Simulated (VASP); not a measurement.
# LiF: single point with r2SCAN

Crystal: LiF.

```
Li F
1.0
     0.00000    1.92337    2.01400
     1.92337    0.00000    2.01400
     1.92337    1.92337    0.00000
Li F
1 1
Cartesian
  0.0000 0.0000 0.0000
  1.9234 1.9234 2.0140
```

This cell differs from its parent crystal: strain -0.0450 x Voigt [1, 1, 0, 0, 0, 0].

- Program: VASP 6.6.1
- Task: single point
- Functional: r2SCAN
- Potentials or basis: VASP PAW PBE potentials, release 64 (Li_sv, F)
- Cutoff: 520 eV
- k mesh: 10 × 10 × 10
- Occupations: gaussian, width 0.05 eV
- Spin: no spin polarisation
- Dipole correction: no
- Further INCAR settings: ALGO = Normal; EDIFF = 1e-06; NBANDS = 12

```yaml
Band_gap_on_the_k_mesh: 11.13 eV, direct
```

Levels at points of the mesh, in eV from the valence-band top:
```csv
k point,band 3,band 4,band 5,band 6,band 7,band 8
"(0.00, 0.00, 0.00)",-0.10,-0.10,0.00,11.13,26.12,26.51
"(0.50, 0.00, 0.00)",-2.83,-0.40,-0.28,12.30,19.25,20.73
"(0.50, 0.50, 0.00)",-3.52,-1.11,-1.11,16.35,18.31,20.33
"(0.50, 0.00, 0.50)",-3.47,-1.43,-1.11,17.28,17.64,20.30
```

It used 38 s of CPU time on 1 thread of Intel(R) Xeon(R) Platinum 8488C (Sapphire Rapids), with other jobs on the host.

Caveat: the cell differs from its parent crystal (strain -0.0450 x Voigt [1, 1, 0, 0, 0, 0]). A k mesh can miss the band edges.
